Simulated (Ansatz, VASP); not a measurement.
## SnSe in VASP and in Ansatz

```
CELL_PARAMETERS angstrom
0.00000 3.14867 3.14867
3.14867 0.00000 3.14867
3.14867 3.14867 0.00000
ATOMIC_POSITIONS crystal
Sn 0.00000 0.00000 0.00000
Se 0.50000 0.50000 0.50000
```

Alike in both runs: task single point; functional PBE; k mesh 10 × 10 × 10; occupations gaussian, width 0.05 eV; no spin polarisation.

|  | VASP | Ansatz |
| --- | --- | --- |
| version | VASP 6.6.1 | Ansatz 0.2.0 |
| potentials or method | VASP PAW PBE potentials, release 64 (Sn_d, Se), cutoff 520 eV | scalar-relativistic, plane waves, PAW |
| valence electrons in the cell | 20 | 30 |

```csv
,VASP,Ansatz,Ansatz less VASP
gap on the k mesh at the Fermi level (eV),0.07,0.07,-0.001
least direct gap on the mesh (eV),0.07,0.07,-0.001
pressure (GPa),-4.4,-4.3,+0.02
```

VASP's potentials hold 20 valence electrons a cell and Ansatz's 30, so a difference there can come from the potentials and not from the codes.
